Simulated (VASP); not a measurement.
# Hf2S in VASP: further runs

Hf2S is run at these levels: PBEsol; tasks: single point.

All numbers are computed with VASP 6.6.1; they aren't measurements. Logs are shortened: lines on timing, memory, paths and dates and some standing lists are left out, and cuts for length are marked.

## (1) The cell of the first run

The typed cell holds 6 atoms: a = 3.351 Å, b = 3.352 Å, c = 11.629 Å, α = 90.00°, β = 90.00°, γ = 120.01°.

## (2) Single point, PBEsol

INCAR

```
SYSTEM = Hf2S
  ALGO = Normal
  EDIFF = 1E-6
  ENCUT = 520
  GGA = PS
  ISIF = 2
  ISMEAR = 0
  LASPH = .TRUE.
  LCHARG = .TRUE.
  LELF = .TRUE.
  LREAL = .FALSE.
  LVHAR = .TRUE.
  LWAVE = .FALSE.
  NBANDS = 35
  NELM = 60
  PREC = Accurate
  SIGMA = 0.1
```

KPOINTS

```
k-points
0
G
  6 6 2
  0 0 0
```

POSCAR

```
Hf2S
1.0
    3.3508169096     -0.0004563784     -0.0000454088
   -1.6758036901      2.9027978024      0.0000252783
   -0.0001576853      0.0000103208     11.6291609992
Hf S
4 2
Direct
    0.6441509689      0.3082095286      0.8983722206
    0.3109979908      0.6416819378      0.3983783315
    0.6441450454      0.3082201671      0.6016959039
    0.3110123176      0.6416798828      0.1016931766
   -0.0226239554     -0.0252089829      0.7500368355
   -0.0222191875     -0.0249242646      0.2500383596
```

Potentials or basis: VASP PAW PBE potentials, release 64 (Hf_pv, S).

On the command line:

```sh
$ cat potpaw_PBE.64/Hf_pv/POTCAR potpaw_PBE.64/S/POTCAR > POTCAR
$ mpirun -np 1 vasp_std > vasp.out
```

OUTCAR:

```text
SYSTEM = Hf2S
   EDIFF = 1E-6
   ENCUT = 520
   GGA = PS
   ISIF = 2
   ISMEAR = 0
   LASPH = .TRUE.
   LREAL = .FALSE.
   NELM = 60
   PREC = Accurate

 ion  position               nearest neighbor table
   1  0.644  0.308  0.898-   5 2.59   5 2.59   5 2.59   4 3.06   4 3.06   4 3.06   3 3.45
   2  0.311  0.642  0.398-   6 2.59   6 2.59   6 2.59   3 3.06   3 3.06   3 3.06   4 3.45
   3  0.644  0.308  0.602-   5 2.59   5 2.59   5 2.59   2 3.06   2 3.06   2 3.06   1 3.45
   4  0.311  0.642  0.102-   6 2.59   6 2.59   6 2.59   1 3.06   1 3.06   1 3.06   2 3.45
   5  0.977  0.975  0.750-   1 2.59   1 2.59   3 2.59   3 2.59   1 2.59   3 2.59
   6  0.978  0.975  0.250-   2 2.59   4 2.59   2 2.59   2 2.59   4 2.59   4 2.59

  LATTYP: Found a base centered monoclinic cell.
 ALAT       =    23.9715570303
 B/A-ratio  =     0.1398239790
 C/A-ratio  =     0.4851233062
 COS(beta)  =    -0.9702520818

  Lattice vectors:

 A1 = (   3.3509745949,  -0.0004666992, -11.6292064080)
 A2 = (   1.6751709048,   2.9023311032, -11.6291811297)
 A3 = (  -0.0001576853,   0.0000103208,  11.6291609992)

Analysis of symmetry for initial positions (statically):
=====================================================================
 Subroutine PRICEL returns:
 Original cell was already a primitive cell.

 Routine SETGRP: Setting up the symmetry group for a
 base centered monoclinic supercell.

 Subroutine GETGRP returns: Found  1 space group operations
 (whereof  1 operations were pure point group operations)
 out of a pool of  4 trial point group operations.

The static configuration has the point symmetry C_1 .

Analysis of symmetry for dynamics (positions and initial velocities):
=====================================================================
 Subroutine PRICEL returns:
 Original cell was already a primitive cell.

 Routine SETGRP: Setting up the symmetry group for a
 base centered monoclinic supercell.

 Subroutine GETGRP returns: Found  1 space group operations
 (whereof  1 operations were pure point group operations)
 out of a pool of  4 trial point group operations.

The dynamic configuration has the point symmetry C_1 .

 Subroutine INISYM returns: Found  1 space group operations
 (whereof  1 operations are pure point group operations),
 and found     1 'primitive' translations

----------------------------------------------------------------------------------------

[... 97 lines left out ...]
   LASPH  =      T    aspherical Exc in radial PAW
   ENCUT  =  520.0 eV  38.22 Ry    6.18 a.u.   6.23  6.23 21.62*2*pi/ulx,y,z
   NELM   =     60;   NELMIN=  2; NELMDL= -5     # of ELM steps
   EDIFF  = 0.1E-05   stopping-criterion for ELM
   LREAL  =      F    real-space projection
   EDIFFG = 0.1E-04   stopping-criterion for IOM
   NSW    =      0    number of steps for IOM
   IBRION =     -1    ionic relax: 0-MD 1-quasi-New 2-CG
   NFREE  =      0    steps in history (QN), initial steepest desc. (CG)
   ISIF   =      2    stress and relaxation
   ISYM   =      2    0-nonsym 1-usesym 2-fastsym
   POTIM  = 0.5000    time-step for ionic-motion
   TEBEG  =    0.0;   TEEND  =   0.0 temperature during run
   PSTRESS=    0.0 pullay stress
   NELECT =      52.0000    total number of electrons
   NUPDOWN=      -1.0000    fix difference up-down
   EMIN   =  10.00;   EMAX   =-10.00  energy-range for DOS
   EFERMI =   0.00;   METHOD = LEGACY
   ISMEAR =     0;   SIGMA  =   0.10  broadening in eV -4-tet -1-fermi 0-gaus
   EFERMI_NEDOS =   21; number of points for ismear=-14 and -15
   IALGO  =     38    algorithm
   IMIX   =      4    mixing-type and parameters
     AMIX     =   0.40;   BMIX     =  1.00
     AMIX_MAG =   1.60;   BMIX_MAG =  1.00
  volume/ion in A,a.u.               =      18.85       127.21
  Fermi-wavevector in a.u.,A,eV,Ry     =   1.263520  2.387706 21.721459  1.596482
  Thomas-Fermi vector in A             =   2.396872
   LORBIT       =      0    0 simple, 1 ext, 2 COOP (PROOUT), +10 PAW based schemes
   GGA     = PS    functional components
   LHFCALC =     F    Hartree Fock is set to
   AEXX    =    0.0000 exact exchange contribution
   IVDW    =     0    specifies the selected vdW correction
   LEPSILON=     F    determine dielectric tensor
   LRPA    =     F    only Hartree local field effects (RPA)
 non-spin polarized calculation
 Gauss-broadening in eV      SIGMA  =   0.10
  energy-cutoff  :      520.00
  volume of cell :      113.10
 maximum number of plane-waves:      3067
 NGX is ok and might be reduce to    28
   NGX = 13   NGY = 13   NGZ = 43

 number of electron      51.9999999 magnetization

 Free energy of the ion-electron system (eV)
  ---------------------------------------------------
  ext. energy  EPLUGINS =         0.00000000
  ---------------------------------------------------
  free energy    TOTEN  =       -57.47998984 eV

  energy without entropy =      -57.46876285  energy(sigma->0) =      -57.47437635

 E-fermi :   6.4031     XC(G=0): -11.6084

 val. band max:        6.3182400681   @ k =   0.1667  -0.0000   0.5000
 cond. band min:       6.4176722040   @ k =   0.0000   0.1667   0.0000
 fundamental gap:      0.0994321358
 Fermi energy:         6.4030772779

 k-point     1 :       0.0000    0.0000    0.0000
  band No.  band energies     occupation
      1     -24.7449      2.00000
      2     -24.6033      2.00000
      3     -24.2877      2.00000
      4     -24.1760      2.00000
      5     -24.1756      2.00000
      6     -24.1646      2.00000
[... 901 lines left out ...]
     34      11.0147      0.00000
     35      11.0651      0.00000

 [... further k-points ...]
[... 5 lines left out ...]
  --------------------------------------------------------------------------------------
  -------------------------------------------------------------------------------------
  Total       -0.3164180     -0.3285474     -0.2572103      0.0077081     -0.0000600      0.0021463
  in kB       -4.4821875     -4.6540062     -3.6434876      0.1091884     -0.0008505      0.0304031
  external PRESSURE =      -4.2598938 kB  Pullay stress =       0.0000000 kB

 VOLUME and BASIS-vectors are now :
 -----------------------------------------------------------------------------
  energy-cutoff  :      520.00
  volume of cell :      113.10
      direct lattice vectors                 reciprocal lattice vectors
     3.350816910 -0.000456378 -0.000045409     0.298458156  0.172301797  0.000003894
    -1.675803690  2.902797802  0.000025278     0.000046924  0.344522320 -0.000000305
    -0.000157685  0.000010321 11.629160999     0.000001165 -0.000000076  0.085990726

 POSITION                                       TOTAL-FORCE (eV/Angst)
 -----------------------------------------------------------------------------------
      1.64179      0.89439     10.44729         0.000233     -0.000008      0.004124
     -0.03330      1.86254      4.63281         0.000214     -0.000278      0.003211
      1.64180      0.89441      6.99720         0.000245     -0.000192     -0.003483
     -0.03320      1.86253      1.18261        -0.000197     -0.000286     -0.003060
      1.64133      2.82918      8.72228         0.000043      0.000813     -0.000178
      1.64229      2.83000      2.90772        -0.000537     -0.000049     -0.000614
 -----------------------------------------------------------------------------------
    total drift:                                0.000050      0.000162     -0.000077

  FREE ENERGIE OF THE ION-ELECTRON SYSTEM (eV)
  ---------------------------------------------------
  free  energy   TOTEN  =       -57.4799898422 eV

  energy  without entropy=      -57.4687628520  energy(sigma->0) =      -57.47437635
```

OSZICAR:

```text
N       E                     dE             d eps       ncg     rms          rms(c)
DAV:   1     0.239723065394E+03    0.23972E+03   -0.27861E+04  2824   0.142E+03
DAV:   2    -0.422533847413E+02   -0.28198E+03   -0.27124E+03  3347   0.344E+02
DAV:   3    -0.593834922930E+02   -0.17130E+02   -0.16842E+02  3669   0.565E+01
DAV:   4    -0.597037521532E+02   -0.32026E+00   -0.31858E+00  3464   0.859E+00
DAV:   5    -0.597098576402E+02   -0.61055E-02   -0.60982E-02  3597   0.107E+00    0.102E+02
DAV:   6    -0.579339884352E+02    0.17759E+01   -0.27014E+00  3179   0.714E+00    0.613E+01
DAV:   7    -0.575416118234E+02    0.39238E+00   -0.29165E+00  3207   0.736E+00    0.507E+00
DAV:   8    -0.574808947877E+02    0.60717E-01   -0.40339E-01  3217   0.271E+00    0.148E+00
DAV:   9    -0.574803251694E+02    0.56962E-03   -0.17139E-02  3621   0.627E-01    0.753E-01
DAV:  10    -0.574800720222E+02    0.25315E-03   -0.34379E-03  3495   0.259E-01    0.275E-01
DAV:  11    -0.574801128968E+02   -0.40875E-04   -0.29761E-03  3655   0.216E-01    0.128E-01
DAV:  12    -0.574799908297E+02    0.12207E-03   -0.56311E-04  3665   0.113E-01    0.501E-02
DAV:  13    -0.574799896310E+02    0.11987E-05   -0.36225E-05  3592   0.315E-02    0.188E-02
DAV:  14    -0.574799898422E+02   -0.21126E-06   -0.13333E-06  2522   0.613E-03
   1 F= -.57479990E+02 E0= -.57474376E+02  d E =-.112270E-01
```

stdout:

```text
POSCAR found type information on POSCAR HfS
 POSCAR found :  2 types and       6 ions
 scaLAPACK will be used
 -----------------------------------------------------------------------------
|                                                                             |
|                                                                             |
|     You enforced a specific xc type in the INCAR file but a different       |
[... 26 lines left out ...]
 -----------------------------------------------------------------------------

 LDA part: xc-table for (Slater+PW92), standard interpolation
 POSCAR, INCAR and KPOINTS ok, starting setup
 FFT: planning ... GRIDC
 FFT: planning ... GRID_SOFT
 FFT: planning ... GRID
 WAVECAR not read
 entering main loop
```

It took 1.9 min on 1 thread of AMD EPYC 9R45 (Zen 5), shared host; peak memory 0.29 GiB.

Results:

```yaml
Free_energy: -57.4800 eV
Pressure: -0.4 GPa
Largest_force: 0.004 eV/Å
Band_gap_on_the_k_mesh: zero (bands 26 and 27 overlap by 1.04 eV)
```

Forces in eV/Å, atoms in the order of the input:
```
Hf   0.000  0.000  0.004
Hf   0.000  0.000  0.003
Hf   0.000  0.000 -0.003
Hf   0.000  0.000 -0.003
S    0.000  0.001  0.000
S   -0.001  0.000 -0.001
```

Caveat: the k points lie up to 0.36 Å⁻¹ apart, too coarse for converged energies and pressures of a metal; the PAW data sets were made with another functional, which shifts forces and pressure a little; spin-orbit coupling is left out, which moves the levels of the heavy elements.

## (3) Single point, PBEsol

This run uses another cell than the first one, of 19.26 Å³/atom.

INCAR

```
PREC = Accurate ; ENCUT = 520
EDIFF = 1E-6 ; ISMEAR = 0
SIGMA = 0.1 ; LREAL = F
LASPH = T ; NELM = 100
ALGO = Normal ; ISIF = 2
LWAVE = F ; LCHARG = F
GGA = PS ; NBANDS = 35
```

KPOINTS

```
regular mesh
0
Gamma
  12 12 4
```

POSCAR

```
Hf2S
1.0
    3.3742737662      0.0000000000      0.0000000000
   -1.6871368831      2.9222068008      0.0000000000
    0.0000000000      0.0000000000     11.7174070300
Hf S
4 2
Direct
    0.6666666700      0.3333333300      0.8998116400
    0.3333333300      0.6666666700      0.3998116400
    0.6666666700      0.3333333300      0.6001883600
    0.3333333300      0.6666666700      0.1001883600
    0.0000000000      0.0000000000      0.7500000000
    0.0000000000      0.0000000000      0.2500000000
```

Potentials or basis: VASP PAW PBE potentials, release 64 (Hf_pv, S).

On the command line:

```sh
$ cat potpaw_PBE.64/Hf_pv/POTCAR potpaw_PBE.64/S/POTCAR > POTCAR
$ mpirun -np 1 vasp_std > vasp.out
```

Wall time 2.6 min (1 thread of AMD EPYC 9R45 (Zen 5), shared host); peak memory 0.33 GiB.

The run converged. Its results:

- Free energy: -57.4258 eV
- Pressure: -3.3 GPa
- Largest force: 0.202 eV/Å
- Band gap on the k mesh: zero (bands 26 and 27 overlap by 0.92 eV)

Forces in eV/Å, atoms in the order of the input:
```
Hf   0.000  0.000 -0.202
Hf   0.000  0.000 -0.202
Hf   0.000  0.000  0.202
Hf   0.000  0.000  0.202
S    0.000  0.000  0.000
S    0.000  0.000  0.000
```

Stress tensor (GPa, compression positive):
```
-3.43  0.00  0.00
 0.00 -3.43  0.00
 0.00  0.00 -3.01
```

Levels at points of the mesh, in eV from the Fermi level:
| k point | band 23 | band 24 | band 25 | band 26 | band 27 | band 28 | band 29 | band 30 |
| --- | --- | --- | --- | --- | --- | --- | --- | --- |
| (0.00, 0.00, 0.00) | -1.57 | -0.16 | -0.06 | 0.42 | 0.42 | 0.52 | 0.52 | 0.78 |
| (0.50, 0.00, 0.00) | -1.82 | -1.34 | -1.23 | -0.77 | -0.50 | 0.80 | 1.03 | 2.46 |
| (0.00, 0.00, 0.50) | -1.18 | -1.18 | 0.36 | 0.36 | 0.36 | 0.36 | 1.38 | 1.38 |
| (0.50, 0.00, 0.50) | -1.77 | -1.77 | -1.03 | -1.03 | 0.33 | 0.33 | 1.36 | 1.36 |

Caveat: the cell stands under tension; the PAW data sets were made with another functional, which shifts forces and pressure a little; spin-orbit coupling is left out, which moves the levels of the heavy elements.

(Part 1 of 2 ends here.)
